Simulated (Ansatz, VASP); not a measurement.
BaZrO3 in VASP and in Ansatz

```
Ba Zr O
1.0
     4.18150    0.00000    0.00000
     0.00000    4.18150    0.00000
     0.00000    0.00000    4.18150
Ba Zr O
1 1 3
Direct
  0.52114 0.47886 0.50000
  0.00000 0.00000 0.00000
  0.50000 0.00000 0.00000
  0.00000 0.50000 0.00000
  0.00000 0.00000 0.50000
```

Change from the starting cell: all Ba atoms moved +0.125 Å, as atom 1 along Cartesian [1 -1 0].

Alike in both runs: task single point; functional PBE; k mesh 6 × 6 × 6; occupations gaussian, width 0.05 eV; no spin polarisation.

```csv
,VASP,Ansatz
version,VASP 6.6.1,Ansatz 0.2.0
potentials or method,"VASP PAW PBE potentials, release 64 (Ba_sv, Zr_sv, O_h), cutoff 910 eV","scalar-relativistic, plane waves, PAW"
valence electrons in the cell,40,40
```

```tsv
	VASP	Ansatz	Ansatz less VASP
gap on the k mesh at the Fermi level (eV)	3.20	3.24	+0.044
least direct gap on the mesh (eV)	3.41	3.43	+0.019
rms of the force components (eV/Å)	0.181	0.171	-0.0104
```

Atom by atom the forces differ by 0.017 eV/Å (rms over components). The functional is the same, so the differences come from potentials, cutoffs and numerics.

Neither program's run includes spin-orbit coupling. Noted on VASP's run: the cutoff is short for stress, so the pressure is rough.
